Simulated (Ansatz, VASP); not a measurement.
CdSe: VASP beside Ansatz

Contents of INCAR:

```
PREC = Accurate
ENCUT = 520
EDIFF = 1E-6
ISMEAR = 0
SIGMA = 0.02
LREAL = F
LASPH = T
NELM = 100
ALGO = Normal
ISIF = 2
LWAVE = F
LCHARG = T
GGA = PE
LELF = T
LVHAR = T
NBANDS = 16
```

KPOINTS

```
Automatic mesh
0
Gamma
  10 10 10
```

The input POSCAR:

```
CdSe
1.0
    0.0000000000      3.1924151243      3.1924151243
    3.1924151243      0.0000000000      3.1924151243
    3.1924151243      3.1924151243      0.0000000000
Cd Se
1 1
Direct
    0.0000000000      0.0000000000      0.0000000000
    0.7500000000      0.7500000000      0.7500000000
```

Input for Ansatz:

```yaml
crystal:
  lattice:
    - [0.0, 3.1924151243, 3.1924151243]
    - [3.1924151243, 0.0, 3.1924151243]
    - [3.1924151243, 3.1924151243, 0.0]
  atoms:
    - { symbol: Cd, position: [0.0, 0.0, 0.0] }
    - { symbol: Se, position: [0.75, 0.75, 0.75] }
basis:
  ecutwfc: 420
kpoints:
  mp_grid: { grid: [10, 10, 10] }
hamiltonian:
  xc: pbe
scf:
  occupations: { method: gaussian, width: 0.02 }
output:
  forces: true
  stress: true
  eigenvalues: true
  populations: true
```

Alike in both runs: task single point; functional PBE; k mesh 10 × 10 × 10; occupations gaussian, width 0.02 eV; no spin polarisation.

|  | VASP | Ansatz |
| --- | --- | --- |
| version | VASP 6.6.1 | Ansatz 0.2.0 |
| potentials or method | VASP PAW PBE potentials, release 64 (Cd, Se), cutoff 520 eV | scalar-relativistic, plane waves, PAW |
| valence electrons in the cell | 18 | 36 |

```tsv
	VASP	Ansatz	Ansatz less VASP
gap on the k mesh at the Fermi level (eV)	0.31	0.31	+0.003
least direct gap on the mesh (eV)	0.31	0.31	+0.003
pressure (GPa)	-3.1	-3.3	-0.17
```

VASP's potentials hold 18 valence electrons a cell and Ansatz's 36, so a difference there can come from the potentials and not from the codes.
